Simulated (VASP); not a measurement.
Runs of VASP 6.6.1 on Cu5Mo. The structure is that of space group P6/mmm (No. 191), or close to it. The cells are those of the table. The cell was built from a structure type or drawn by symmetry, and may not be a known phase.

| task | spin | cell | cutoff (eV) | gap on the mesh (eV) | pressure (GPa) |
| --- | --- | --- | --- | --- | --- |
| single point | off | a = 4.709, b = 4.709, c = 4.117 Å, angles 90.0, 90.0, 120.0°, 6 atoms | 520 | none | (a) |
| single point | collinear | a = 4.709, b = 4.709, c = 4.117 Å, angles 90.0, 90.0, 120.0°, 6 atoms | 520 | none | 0.4 |
| single point | off | a = 5.005, b = 5.005, c = 4.109 Å, angles 90.0, 90.0, 120.0°, 6 atoms | 520 | none | -12.8 |
| relaxation of cell and atoms | off | relaxed from a = 5.005, b = 5.005, c = 4.109 Å, angles 90.0, 90.0, 120.0°, 6 atoms | 600 | none | 0.4 |

Alike in all rows: level PBE; potentials or basis VASP PAW PBE potentials, release 64 (Cu, Mo_sv); k mesh 6 × 6 × 4; smearing gaussian 0.1 eV.

Fill in the values left out.

(a) 0.7.

Caveats: all runs use coarse meshes.

A k mesh can miss the band edges, and the runs leave out spin-orbit coupling on Mo.

A gap of «none» marks levels without a gap at the run's occupations.
